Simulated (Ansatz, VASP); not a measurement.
# Rh: VASP beside Ansatz

The input INCAR:

```
SYSTEM = Rh
ALGO     = Fast           ! electronic algorithm
EDIFF    = 1E-6           ! SCF threshold, eV
ENCUT    = 520            ! plane-wave cutoff, eV
GGA      = PS             ! functional
ISIF     = 2              ! what is computed and relaxed
ISMEAR   = 0              ! smearing method
LASPH    = .TRUE.         ! aspherical terms in the spheres
LCHARG   = .TRUE.         ! write CHGCAR
LELF     = .TRUE.         ! ELF
LREAL    = .FALSE.        ! projectors in reciprocal space
LVHAR    = .TRUE.       
LWAVE    = .FALSE.        ! write WAVECAR
NBANDS   = 22             ! bands
NELM     = 80             ! most SCF steps
PREC     = Accurate       ! precision mode
SIGMA    = 0.15           ! smearing width, eV
```

KPOINTS

```
k-points
0
G
  18 18 12
  0 0 0
```

File POSCAR:

```
Rh
1.0
    2.8129084135      0.0000000000      0.0000000000
   -1.4064542067      2.4360501446      0.0000000000
    0.0000000000      0.0000000000      4.2956343300
Rh
2
Direct
    0.6666666667      0.3333333333      0.7500000000
    0.3333333333      0.6666666667      0.2500000000
```

Input for Ansatz:

```yaml
crystal:
  lattice:
    - [2.8129084135, 0.0, 0.0]
    - [-1.4064542067, 2.4360501446, 0.0]
    - [0.0, 0.0, 4.29563433]
  atoms:
    - { symbol: Rh, position: [0.6666666667, 0.3333333333, 0.75] }
    - { symbol: Rh, position: [0.3333333333, 0.6666666667, 0.25] }
basis:
  ecutwfc: 420
kpoints:
  mp_grid: { grid: [18, 18, 12] }
hamiltonian:
  xc: pbesol
scf:
  occupations: { method: gaussian, width: 0.15 }
output:
  forces: true
  stress: true
  eigenvalues: true
```

Change from the starting cell: strain +0.030 along x and y, -0.030 along z, atoms carried along.

Alike in both runs: task single point; functional PBEsol; k mesh 18 × 18 × 12; occupations gaussian, width 0.15 eV; no spin polarisation.

|  | VASP | Ansatz |
| --- | --- | --- |
| version | VASP 6.6.1 | Ansatz 0.2.0 |
| potentials or method | VASP PAW PBE potentials, release 64 (Rh_pv), cutoff 520 eV | scalar-relativistic, plane waves, PAW |
| valence electrons in the cell | 30 | 34 |

Ansatz gave:

- gap on the k mesh at the Fermi level (eV): none
- pressure (GPa): -18.5
- traceless stress, the component that is largest in VASP (GPa): 6.66

Q: Which values does VASP return?

A: gap on the k mesh at the Fermi level (eV): none; pressure (GPa): -18.5; traceless stress, the component that is largest in VASP (GPa): 6.68.

VASP's potentials were made for PBE, not for PBEsol. A gap of «none» marks a metal or a gap that the smearing closes. VASP's potentials hold 30 valence electrons a cell and Ansatz's 34, so a difference there can come from the potentials and not from the codes.
